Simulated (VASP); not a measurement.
# Co (Im-3m) in VASP: a series of runs

The runs below take Co through single point, with PBE.

Program: VASP 6.6.1. These are calculated values, not measurements. Logs are shortened: lines on timing, memory, paths and dates and some standing lists are left out, and cuts for length are marked.

### Step 1. The cell of the first run

Symmetry: Im-3m, No. 229, cubic system. The conventional cell has a = 2.837 Å, b = 2.837 Å, c = 2.837 Å, α = 90.00°, β = 90.00°, γ = 90.00°. Co (site symmetry m-3m) has 14 Co at 2.46 to 2.84 Å within 3.2 Å.

### Step 2. Single point, PBE, collinear spin, ferromagnetic start (volume scaled by 1.03)

INCAR reads:

```
ALGO = Normal
EDIFF = 1E-6
ENCUT = 520
GGA = PE
ISIF = 2
ISMEAR = 0
ISPIN = 2
LASPH = True
LCHARG = False
LMAXMIX = 4
LORBIT = 11
LREAL = False
LWAVE = False
MAGMOM = 1.99
NBANDS = 14
NELM = 150
PREC = Accurate
SIGMA = 0.1
```

KPOINTS reads:

```
k-points
0
Gamma
  20 20 20
```

POSCAR reads:

```
Co
1.0
   -1.4187116515      1.4187116515      1.4187116515
    1.4187116515     -1.4187116515      1.4187116515
    1.4187116515      1.4187116515     -1.4187116515
Co
1
Direct
    0.0000000000      0.0000000000      0.0000000000
```

Potentials or basis: VASP PAW PBE potentials, release 64 (Co).

Command:

```bash
cat potpaw_PBE.64/Co/POTCAR > POTCAR
mpirun -np 1 vasp_std > vasp.out
```

OUTCAR:

```text
EDIFF = 1E-6
   ENCUT = 520
   GGA = PE
   ISIF = 2
   ISMEAR = 0
   ISPIN = 2
   LASPH = True
   LORBIT = 11
   LREAL = False
   NELM = 150
   PREC = Accurate

 ion  position               nearest neighbor table
   1  0.000  0.000  0.000-

  LATTYP: Found a body centered cubic cell.
 ALAT       =     2.8374233030

  Lattice vectors:

 A1 = (  -1.4187116515,   1.4187116515,   1.4187116515)
 A2 = (   1.4187116515,  -1.4187116515,   1.4187116515)
 A3 = (   1.4187116515,   1.4187116515,  -1.4187116515)

Analysis of symmetry for initial positions (statically):
=====================================================================
 Subroutine PRICEL returns:
 Original cell was already a primitive cell.

 Routine SETGRP: Setting up the symmetry group for a
 body centered cubic supercell.

 Subroutine GETGRP returns: Found 48 space group operations
 (whereof 48 operations were pure point group operations)
 out of a pool of 48 trial point group operations.

The static configuration has the point symmetry O_h .

Analysis of symmetry for dynamics (positions and initial velocities):
=====================================================================
 Subroutine PRICEL returns:
 Original cell was already a primitive cell.

 Routine SETGRP: Setting up the symmetry group for a
 body centered cubic supercell.

 Subroutine GETGRP returns: Found 48 space group operations
 (whereof 48 operations were pure point group operations)
 out of a pool of 48 trial point group operations.

The dynamic configuration has the point symmetry O_h .

Analysis of structural, dynamic, and magnetic symmetry:
=====================================================================
 Subroutine PRICEL returns:
 Original cell was already a primitive cell.

 Routine SETGRP: Setting up the symmetry group for a
 body centered cubic supercell.

 Subroutine GETGRP returns: Found 48 space group operations
 (whereof 48 operations were pure point group operations)
 out of a pool of 48 trial point group operations.

The overall configuration has the point symmetry O_h .

 Subroutine INISYM returns: Found 48 space group operations
 (whereof 48 operations are pure point group operations),
 and found     1 'primitive' translations

----------------------------------------------------------------------------------------

                                     Primitive cell

  volume of cell :      11.4220

  direct lattice vectors                    reciprocal lattice vectors
    -1.418711652  1.418711652  1.418711652     0.000000000  0.352432434  0.352432434
     1.418711652 -1.418711652  1.418711652     0.352432434  0.000000000  0.352432434
     1.418711652  1.418711652 -1.418711652     0.352432434  0.352432434  0.000000000

  length of vectors
     2.457280662  2.457280662  2.457280662     0.498414728  0.498414728  0.498414728

  position of ions in fractional coordinates (direct lattice)
     0.000000000  0.000000000  0.000000000

  ion indices of the primitive-cell ions
   primitive index   ion index
                 1           1

----------------------------------------------------------------------------------------

 KPOINTS: k-points

Automatic generation of k-mesh.
 Grid dimensions read from file:
 generate k-points for:   20   20   20

 Generating k-lattice:

  Cartesian coordinates                     Fractional coordinates (reciprocal lattice)
     0.000000000  0.017621622  0.017621622     0.050000000  0.000000000  0.000000000
     0.017621622  0.000000000  0.017621622     0.000000000  0.050000000  0.000000000
     0.017621622  0.017621622  0.000000000     0.000000000  0.000000000  0.050000000

  Length of vectors
     0.024920736  0.024920736  0.024920736

  Shift w.r.t. Gamma in fractional coordinates (k-lattice)
     0.000000000  0.000000000  0.000000000

 Subroutine IBZKPT returns following result:
 ===========================================

 Found    256 irreducible k-points:

 Following reciprocal coordinates:
            Coordinates               Weight
  0.000000  0.000000  0.000000      1.000000
  0.050000  0.000000  0.000000     12.000000
  0.100000  0.000000  0.000000     12.000000
  0.150000  0.000000  0.000000     12.000000
  0.200000  0.000000  0.000000     12.000000
  0.250000  0.000000  0.000000     12.000000
[... 16 lines left out ...]
  0.200000  0.100000  0.000000     48.000000
  0.250000  0.100000  0.000000     48.000000
 [... further k-points ...]
   k-points           NKPTS =    256   k-points in BZ     NKDIM =    256   number of bands    NBANDS=     14
   number of dos      NEDOS =    301   number of ions     NIONS =      1
   total plane-waves  NPLWV =   5832
   dimension x,y,z NGX =    18 NGY =   18 NGZ =   18
   dimension x,y,z NGXF=    36 NGYF=   36 NGZF=   36
   ions per type =               1
   NGX,Y,Z   is equivalent  to a cutoff of  12.18, 12.18, 12.18 a.u.
   NGXF,Y,Z  is equivalent  to a cutoff of  24.36, 24.36, 24.36 a.u.
 SYSTEM =  unknown system
   PREC   = accura    normal or accurate (medium, high low for compatibility)
   ISTART =      0    job   : 0-new  1-cont  2-samecut
   ICHARG =      2    charge: 1-file 2-atom 10-const
   ISPIN  =      2    spin polarized calculation?
   LNONCOLLINEAR =      F non collinear calculations
   LSORBIT =      F    spin-orbit coupling
   LASPH  =      T    aspherical Exc in radial PAW
   ENCUT  =  520.0 eV  38.22 Ry    6.18 a.u.   4.57  4.57  4.57*2*pi/ulx,y,z
   NELM   =    150;   NELMIN=  2; NELMDL= -5     # of ELM steps
   EDIFF  = 0.1E-05   stopping-criterion for ELM
   LREAL  =      F    real-space projection
   EDIFFG = 0.1E-04   stopping-criterion for IOM
   NSW    =      0    number of steps for IOM
   IBRION =     -1    ionic relax: 0-MD 1-quasi-New 2-CG
   NFREE  =      0    steps in history (QN), initial steepest desc. (CG)
   ISIF   =      2    stress and relaxation
   ISYM   =      2    0-nonsym 1-usesym 2-fastsym
   POTIM  = 0.5000    time-step for ionic-motion
   TEBEG  =    0.0;   TEEND  =   0.0 temperature during run
   PSTRESS=    0.0 pullay stress
   NELECT =       9.0000    total number of electrons
   NUPDOWN=      -1.0000    fix difference up-down
   EMIN   =  10.00;   EMAX   =-10.00  energy-range for DOS
   EFERMI =   0.00;   METHOD = LEGACY
   ISMEAR =     0;   SIGMA  =   0.10  broadening in eV -4-tet -1-fermi 0-gaus
   EFERMI_NEDOS =   21; number of points for ismear=-14 and -15
   IALGO  =     38    algorithm
   IMIX   =      4    mixing-type and parameters
     AMIX     =   0.40;   BMIX     =  1.00
     AMIX_MAG =   1.60;   BMIX_MAG =  1.00
  volume/ion in A,a.u.               =      11.42        77.08
  Fermi-wavevector in a.u.,A,eV,Ry     =   1.512080  2.857418 31.108183  2.286387
  Thomas-Fermi vector in A             =   2.622052
   LORBIT       =     11    0 simple, 1 ext, 2 COOP (PROOUT), +10 PAW based schemes
   GGA     = PE    functional components
   LHFCALC =     F    Hartree Fock is set to
   AEXX    =    0.0000 exact exchange contribution
   IVDW    =     0    specifies the selected vdW correction
   LEPSILON=     F    determine dielectric tensor
   LRPA    =     F    only Hartree local field effects (RPA)
 spin polarized calculation
 Gauss-broadening in eV      SIGMA  =   0.10
  energy-cutoff  :      520.00
  volume of cell :       11.42
 maximum number of plane-waves:       321
   NGX =  9   NGY =  9   NGZ =  9

 number of electron       8.9999989 magnetization       1.7501103

 Free energy of the ion-electron system (eV)
  ---------------------------------------------------
  ext. energy  EPLUGINS =         0.00000000
  ---------------------------------------------------
  free energy    TOTEN  =        -6.94277025 eV

  energy without entropy =       -6.93416847  energy(sigma->0) =       -6.93846936

 E-fermi :   9.8933     XC(G=0): -13.1086

 val. band max:        9.8904646809   @ k =   0.2500   0.1000   0.0000
 cond. band min:       9.8995636830   @ k =  -0.3500  -0.4500   0.1000
 fundamental gap:      0.0090990021
 Fermi energy:         9.8933463098

 spin component 1

 k-point     1 :       0.0000    0.0000    0.0000
  band No.  band energies     occupation
      1       0.9201      1.00000
      2       6.9139      1.00000
      3       6.9139      1.00000
      4       6.9139      1.00000
      5       7.9014      1.00000
      6       7.9014      1.00000
      7      34.7607      0.00000
      8      34.7607      0.00000
      9      34.7607      0.00000
     10      39.6630      0.00000
     11      39.6630      0.00000
     12      41.0809      0.00000
     13      41.0809      0.00000
     14      41.0809      0.00000

 k-point     2 :       0.0500    0.0000    0.0000
  band No.  band energies     occupation
      1       1.0215      1.00000
      2       6.8899      1.00000
      3       6.9128      1.00000
      4       6.9621      1.00000
      5       7.8776      1.00000
      6       7.9032      1.00000
      7      33.9671      0.00000
      8      34.5910      0.00000
      9      34.6480      0.00000
     10      38.8791      0.00000
     11      39.3201      0.00000
     12      39.4337      0.00000
     13      40.3581      0.00000
     14      41.9028      0.00000
[... 343 lines left out ...]
      1       3.4263      1.00000
      2       6.4445      1.00000
      3       6.6248      1.00000
      4       7.7063      1.00000
      5       8.0234      1.00000
      6       8.2178      1.00000
      7      24.9563      0.00000
      8      28.1444      0.00000
      9      31.6203      0.00000
     10      34.6818      0.00000
     11      38.5779      0.00000
     12      39.4812      0.00000
     13      45.0244      0.00000
     14      45.6917      0.00000

 k-point    24 :       0.2500    0.1000    0.0000
  band No.  band energies     occupation
      1       4.1007      1.00000
      2       6.3050      1.00000
      3       6.6961      1.00000
      4       7.7765      1.00000
      5       8.0685      1.00000
      6       8.6622      1.00000
      7      22.5685      0.00000
      8      27.2826      0.00000
      9      30.5420      0.00000
     10      34.4470      0.00000
     11      38.5631      0.00000
     12      40.0624      0.00000
     13      45.5135      0.00000
     14      46.4754      0.00000

 [... further k-points ...]

 spin component 2

 k-point     1 :       0.0000    0.0000    0.0000
  band No.  band energies     occupation
      1       0.9541      1.00000
      2       8.4569      1.00000
      3       8.4569      1.00000
      4       8.4569      1.00000
      5      10.2351      0.00000
      6      10.2352      0.00000
      7      34.5007      0.00000
      8      34.5007      0.00000
      9      34.5007      0.00000
     10      39.7315      0.00000
     11      39.7315      0.00000
     12      41.9039      0.00000
     13      41.9039      0.00000
     14      41.9039      0.00000

 k-point     2 :       0.0500    0.0000    0.0000
  band No.  band energies     occupation
      1       1.0558      1.00000
      2       8.4286      1.00000
      3       8.4532      1.00000
      4       8.5091      1.00000
      5      10.2047      0.00001
      6      10.2372      0.00000
      7      33.8000      0.00000
      8      34.3582      0.00000
      9      34.4203      0.00000
     10      39.1139      0.00000
     11      39.7820      0.00000
     12      40.0246      0.00000
     13      40.5385      0.00000
     14      42.2220      0.00000
[... 343 lines left out ...]
      1       3.5447      1.00000
      2       7.9057      1.00000
      3       8.0882      1.00000
      4       9.8144      0.86802
      5       9.8706      0.62621
      6      10.3745      0.00000
      7      25.3515      0.00000
      8      28.3977      0.00000
      9      31.9932      0.00000
     10      34.7040      0.00000
     11      38.8339      0.00000
     12      39.7576      0.00000
     13      45.4271      0.00000
     14      46.0307      0.00000

 k-point    24 :       0.2500    0.1000    0.0000
  band No.  band energies     occupation
      1       4.3582      1.00000
      2       7.7430      1.00000
      3       8.0460      1.00000
      4       9.8905      0.51625
      5      10.2271      0.00000
      6      10.4503      0.00000
      7      23.0597      0.00000
      8      27.5435      0.00000
      9      30.8789      0.00000
     10      34.5338      0.00000
     11      38.8746      0.00000
     12      40.2872      0.00000
     13      46.0799      0.00000
     14      48.1927      0.00000

 [... further k-points ...]
[... 5 lines left out ...]
  --------------------------------------------------------------------------------------
  -------------------------------------------------------------------------------------
  Total       -0.4375500     -0.4375500     -0.4375500      0.0000000     -0.0000000      0.0000000
  in kB      -61.3756226    -61.3756226    -61.3756226      0.0000000     -0.0000000      0.0000000
  external PRESSURE =     -61.3756226 kB  Pullay stress =       0.0000000 kB

 VOLUME and BASIS-vectors are now :
 -----------------------------------------------------------------------------
  energy-cutoff  :      520.00
  volume of cell :       11.42
      direct lattice vectors                 reciprocal lattice vectors
    -1.418711652  1.418711652  1.418711652     0.000000000  0.352432434  0.352432434
     1.418711652 -1.418711652  1.418711652     0.352432434  0.000000000  0.352432434
     1.418711652  1.418711652 -1.418711652     0.352432434  0.352432434  0.000000000

 POSITION                                       TOTAL-FORCE (eV/Angst)
 -----------------------------------------------------------------------------------
      0.00000      0.00000      0.00000        -0.000000     -0.000000      0.000000
 -----------------------------------------------------------------------------------
    total drift:                                0.000000      0.000000      0.000000

  FREE ENERGIE OF THE ION-ELECTRON SYSTEM (eV)
  ---------------------------------------------------
  free  energy   TOTEN  =        -6.9427702473 eV

  energy  without entropy=       -6.9341684708  energy(sigma->0) =       -6.93846936

 total charge

# of ion       s       p       d       tot
------------------------------------------
    1        0.469   0.490   7.212   8.171

 magnetization (x)

# of ion       s       p       d       tot
------------------------------------------
    1       -0.004  -0.046   1.826   1.777
```

It took 1.7 min on 1 thread of Intel Xeon 8259CL, shared host; peak memory 0.18 GiB.

Results:

* Free energy: -6.9428 eV
* Pressure: -6.1 GPa
* Net moment: 1.75 μB per cell
* Site moments: Co +1.78 μB
* Valence electrons inside the program's atomic spheres: Co 8.17

(Continued in part 2 of 2.)
